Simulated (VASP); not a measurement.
Wanted: the native input for a VASP 6.6.1 run.

```yaml
Task: relaxation of cell and atoms
Functional: PBE
Potentials_or_basis: VASP PAW PBE potentials, release 64 (Sr_sv, Bi_d)
Cutoff: 600 eV
k_mesh: 4 × 4 × 4
Occupations: gaussian, width 0.1 eV
Spin: no spin polarisation
Dipole_correction: no
Further_INCAR_settings: ALGO = Normal; EDIFF = 1e-06; IBRION = 2; EDIFFG = -0.04; NSW = 90; ISIF = 3
```

The structure of Sr3Bi lies in POSCAR:

```
Sr3Bi
1.0
    0.0000000000      4.7016022400      4.7016022400
    4.7016022400      0.0000000000      4.7016022400
    4.7016022400      4.7016022400      0.0000000000
Sr Bi
3 1
Direct
    0.5000000000      0.5000000000      0.5000000000
    0.2500000000      0.2500000000      0.2500000000
    0.7500000000      0.7500000000      0.7500000000
    0.0000000000      0.0000000000      0.0000000000
```

One way to write it, as run:

INCAR

```
  PREC = Accurate
  ENCUT = 600
  EDIFF = 1E-6
  ISMEAR = 0
  SIGMA = 0.1
  LREAL = F
  LASPH = T
  NELM = 100
  ALGO = Normal
  ISIF = 3
  LWAVE = F
  LCHARG = F
  GGA = PE
  IBRION = 2
  NSW = 90
  EDIFFG = -0.04
```

KPOINTS

```
regular mesh
0
Gamma
  4 4 4
```

Potentials or basis: VASP PAW PBE potentials, release 64 (Sr_sv, Bi_d).

The run is started by

```console
$ cat potpaw_PBE.64/Sr_sv/POTCAR potpaw_PBE.64/Bi_d/POTCAR > POTCAR
$ mpirun -np 1 vasp_std > vasp.out
```

Results of the run:

```yaml
Relaxed_volume: 42.00 Å³/atom
Relaxed_cell: a = 6.194 Å, b = 6.194 Å, c = 6.194 Å, α = 60.00°, β = 60.00°, γ = 60.00°
Space_group_after_relaxing_to_0.05_Å: Fm-3m (No. 225)
Energy_gained_by_relaxing: 83.4 meV/atom
Ionic_steps: 3
Pressure_after_relaxing: 0.1 GPa
```

Caveat: the volume moved by over 15 % at a fixed basis, so the end points are rough.

Run time: 110 s on 1 thread of Intel(R) Xeon(R) 6975P-C (Granite Rapids), with other jobs on the host, peak memory 0.44 GiB.
